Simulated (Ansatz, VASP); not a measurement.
# WS2: VASP beside Ansatz

```
W S
1.0
     3.14588    0.00000    0.00000
    -1.57294    2.72441    0.00000
     0.00000    0.00000   23.56746
W S
2 4
Direct
  0.34259 0.67129 0.63550
  0.66667 0.33333 0.36542
  0.33333 0.66667 0.29895
  0.66667 0.33333 0.56805
  0.33333 0.66667 0.43195
  0.66667 0.33333 0.70105
```

Alike in both runs: task single point; functional PBEsol; k mesh 12 × 12 × 2; occupations gaussian, width 0.05 eV; no spin polarisation.

```csv
,VASP,Ansatz
version,VASP 6.6.1,Ansatz 0.2.0
potentials or method,"VASP PAW PBE potentials, release 64 (W_sv, S), cutoff 520 eV","scalar-relativistic, plane waves, PAW"
valence electrons in the cell,52,52
```

```csv
,VASP,Ansatz,Ansatz less VASP
gap on the k mesh at the Fermi level (eV),1.54,1.53,-0.013
least direct gap on the mesh (eV),1.90,1.89,-0.005
rms of the force components (eV/Å),0.264,0.263,-0.0007
```

VASP's potentials were made for PBE, not for PBEsol. Atom by atom the forces differ by 0.010 eV/Å (rms over components).

Neither program's run includes spin-orbit coupling.
